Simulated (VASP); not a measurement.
The system is B5N.

```xyz
6
Lattice="3.9203 0.0000 0.0000 -1.9601 3.3951 0.0000 0.0000 0.0000 3.6636" Properties=species:S:1:pos:R:3 pbc="T T T"
B     1.3031    2.2570    0.0000
B     0.0000    2.2634    1.8318
B    -0.6571    1.1381    0.0000
B     1.3141    0.0000    0.0000
B     1.9601    1.1317    1.8318
N     0.0000    0.0000    1.8318
```

The cell was generated, and may not be a known phase.

```yaml
Program: VASP 6.6.1
Task: relaxation of cell and atoms
Functional: PBE
Potentials_or_basis: VASP PAW PBE potentials, release 64 (B_h, N_h)
Cutoff: 1330 eV
k_mesh: 6 × 6 × 6
Occupations: gaussian, width 0.1 eV
Spin: no spin polarisation
```

At the start: pressure -35.4 GPa; volume 8.13 Å³/atom.

Where does the relaxation end?

Over 30 steps the energy falls by 709.9 meV/atom and the volume is 8.30 Å³/atom (+2.1 %); space group P-62m (No. 189, to 0.1 Å) before and after.

Step by step:
| step | energy change (eV) | largest force (eV/Å) | pressure (GPa) | volume (Å³) |
| --- | --- | --- | --- | --- |
| 1 | 0.0000 | 0.8570 | -35.44 | 48.76 |
| 2 | -1.7600 | 1.0254 | 0.32 | 37.14 |
| 3 | -1.7612 | 1.0252 | 1.98 | 36.89 |
| 4 | -1.9030 | 0.7591 | 2.81 | 36.78 |
| 5 | -2.1610 | 0.3286 | 9.89 | 36.47 |
| 6 | -2.4112 | 0.0281 | 26.55 | 35.81 |
| 7 | -2.4753 | 0.0124 | 25.30 | 35.99 |
| 8 | -2.6532 | 0.0647 | 21.06 | 36.55 |
| 9 | -2.9001 | 0.3103 | 11.87 | 37.65 |
| 10 | -2.9187 | 0.8400 | -7.23 | 39.85 |
| 11 | -2.9797 | 0.6620 | 0.18 | 38.99 |
| 12 | -3.0637 | 0.6455 | 0.88 | 39.02 |
| 13 | -3.2890 | 0.5652 | 3.54 | 39.08 |
| 14 | -3.6500 | 0.2392 | 10.43 | 39.07 |
| 15 | -3.5754 | 0.5200 | 35.02 | 38.60 |
| 16 | -3.7973 | 0.1152 | 19.58 | 38.91 |
| 17 | -3.9406 | 0.0810 | 14.36 | 40.25 |
| 18 | -4.1782 | 0.0717 | 2.74 | 44.36 |
| 19 | -4.1743 | 0.2487 | -7.96 | 52.99 |
| 20 | -4.2243 | 0.2027 | -4.93 | 49.38 |
| 21 | -4.2278 | 0.1857 | -3.89 | 48.42 |
| 22 | -4.2530 | 0.0969 | -0.77 | 48.89 |
| 23 | -4.2543 | 0.0737 | 0.05 | 49.00 |
| 24 | -4.2543 | 0.0716 | 0.14 | 49.01 |
| 25 | -4.2548 | 0.0679 | 0.09 | 49.06 |
| 26 | -4.2563 | 0.0578 | -0.04 | 49.20 |
| 27 | -4.2582 | 0.0416 | -0.34 | 49.48 |
| 28 | -4.2588 | 0.0225 | -1.09 | 50.04 |
| 29 | -4.2590 | 0.0274 | -0.81 | 49.85 |
| 30 | -4.2596 | 0.0170 | -0.36 | 49.78 |

Final structure:
```
B N
1.0
     3.29020    0.00000    0.00000
    -1.64510    2.84939    0.00000
     0.00000    0.00000    5.30957
B N
5 1
Direct
  0.47468 0.47468 0.00000
  0.33333 0.66667 0.50000
  0.00000 0.52532 0.00000
  0.52532 0.00000 0.00000
  0.66667 0.33333 0.50000
  0.00000 0.00000 0.50000
```

Caveat: a cell axis changed by over 15 % at a fixed basis, so the end point is rough.
